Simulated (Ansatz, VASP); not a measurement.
## One calculation of W, two programs

INCAR

```
ALGO = Normal ; EDIFF = 1E-7
ENCUT = 520 ; GGA = PS
ISIF = 2 ; ISMEAR = -1
LASPH = T ; LCHARG = F
LREAL = F ; LWAVE = F
NBANDS = 13 ; NELM = 100
PREC = Accurate ; SIGMA = 0.05
```

The input KPOINTS:

```
k-points
0
Gamma
  18 18 18
```

Contents of POSCAR:

```
W
1.0
    0.0000000000      1.7750078266      1.7750078266
    1.7750078266      0.0000000000      1.7750078266
    1.7750078266      1.7750078266      0.0000000000
W
1
Direct
    0.0000000000      0.0000000000      0.0000000000
```

Input for Ansatz:

```yaml
crystal:
  lattice:
    - [0.0, 1.7750078266, 1.7750078266]
    - [1.7750078266, 0.0, 1.7750078266]
    - [1.7750078266, 1.7750078266, 0.0]
  atoms:
    - { symbol: W, position: [0.0, 0.0, 0.0] }
kpoints:
  mp_grid: { grid: [18, 18, 18] }
scf:
  occupations: { method: fermi_dirac, width: 0.05 }
hamiltonian:
  xc: pbesol
  pseudopotentials: { kind: all_electron, lapw: { basis_error: 0.001 } }
output:
  forces: true
  stress: true
  eigenvalues: true
  populations: true
```

Change from the starting cell: volume scaled by 0.7, LAPW.

Alike in both runs: task single point; functional PBEsol; k mesh 18 × 18 × 18; occupations fermi-dirac, width 0.05 eV; no spin polarisation.

```csv
,VASP,Ansatz
version,VASP 6.6.1,Ansatz 0.2.0
potentials or method,"VASP PAW PBE potentials, release 64 (W_sv), cutoff 520 eV","all-electron LAPW, scalar-relativistic"
```

VASP gave:

| Quantity | Value |
| --- | --- |
| pressure (GPa) | 218.5 |

Task: Estimate Ansatz's values.

Result: Pressure (GPa): 210.2.

VASP's potentials were made for PBE, not for PBEsol. Both programs put the cell under a high pressure, so it lies far from rest at this level. Ansatz ran all-electron here, and VASP with PAW potentials.

Neither program's run includes spin-orbit coupling. Noted on VASP's run: the cell as given lies far from equilibrium.
